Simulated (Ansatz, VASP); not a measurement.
**One calculation of TaN, two programs**

```
Ta N
1.0
     3.04800    0.00000    0.00000
    -1.52400    2.63965    0.00000
     0.00000    0.00000    4.91800
Ta N
2 2
Direct
  0.00000 0.00000 0.00000
  0.00000 0.00000 0.50000
  0.33333 0.66667 0.25000
  0.66667 0.33333 0.75000
```

Alike in both runs: task single point; functional PBE; k mesh 7 × 7 × 4; occupations gaussian, width 0.05 eV; collinear spin; Hubbard terms Ta d U = 4.0 eV, J = 0.9 eV.

```csv
,VASP,Ansatz
version,VASP 6.6.1,Ansatz 0.2.0
potentials or method,"VASP PAW PBE potentials, release 64 (Ta_pv, N), cutoff 520 eV","scalar-relativistic, plane waves, PAW"
valence electrons in the cell,32,36
```

```tsv
	VASP	Ansatz	Ansatz less VASP
gap on the k mesh at the Fermi level (eV)	none	none	-
rms of the force components (eV/Å)	0.000	0.004	+0.0038
net moment per atom (μB)	0.00	0.00	0.000
```

The programs project onto different local orbitals, so the same U acts differently, and such runs can settle in different states. Atom by atom the forces differ by 0.004 eV/Å (rms over components). A gap of «none» marks a metal or a gap that the smearing closes. VASP's potentials hold 32 valence electrons a cell and Ansatz's 36, so a difference there can come from the potentials and not from the codes. Ansatz's warnings: filled band counts differ across k points, seeded moment not kept, specified occupation not kept, symmetry narrowed by occupation matrices.

Neither program's run includes spin-orbit coupling.
